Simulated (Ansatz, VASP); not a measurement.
# BaTe: VASP beside Ansatz

```
Ba Te
1.0
     0.00000    3.49418    3.49418
     3.49418    0.00000    3.49418
     3.49418    3.49418    0.00000
Ba Te
1 1
Cartesian
  3.4942 3.4942 3.4942
  0.0000 0.0000 0.0000
```

Alike in both runs: task single point; functional PBEsol; k mesh 6 × 6 × 6; occupations gaussian, width 0.05 eV; no spin polarisation.

|  | VASP | Ansatz |
| --- | --- | --- |
| version | VASP 6.6.1 | Ansatz 0.2.0 |
| potentials or method | VASP PAW PBE potentials, release 64 (Ba_sv, Te), cutoff 520 eV | scalar-relativistic, plane waves, PAW |
| valence electrons in the cell | 16 | 26 |

|  | VASP | Ansatz | Ansatz less VASP |
| --- | --- | --- | --- |
| gap on the k mesh at the Fermi level (eV) | 1.42 | 1.50 | +0.086 |
| least direct gap on the mesh (eV) | 1.81 | 1.86 | +0.055 |
| pressure (GPa) | -0.3 | -0.6 | -0.36 |

VASP's potentials were made for PBE, not for PBEsol. VASP's potentials hold 16 valence electrons a cell and Ansatz's 26, so a difference there can come from the potentials and not from the codes.

Spin-orbit coupling is off throughout.
